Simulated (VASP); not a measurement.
A run of VASP 6.6.1 is set up as follows.

INCAR

```
SYSTEM = Au
  ALGO = Normal
  EDIFF = 1E-6
  ENCUT = 520
  GGA = PE
  ISIF = 2
  ISMEAR = 0
  LASPH = .True.
  LCHARG = .False.
  LREAL = .False.
  LWAVE = .False.
  NBANDS = 12
  NELM = 60
  PREC = Accurate
  SIGMA = 0.1
```

File KPOINTS:

```
k-points
0
Gamma
  18 18 18
  0 0 0
```

POSCAR

```
Au
1.0
   -1.6169582373      1.6169582373      1.6169582373
    1.6169582373     -1.6169582373      1.6169582373
    1.6169582373      1.6169582373     -1.6169582373
Au
1
Direct
    0.0000000000      0.0000000000      0.0000000000
```

Potentials or basis: VASP PAW PBE potentials, release 64 (Au).

The run is started by

```console
$ cat potpaw_PBE.64/Au/POTCAR > POTCAR
$ mpirun -np 1 vasp_std > vasp.out
```

Q: Predict the pressure.

A: 10.1 GPa.
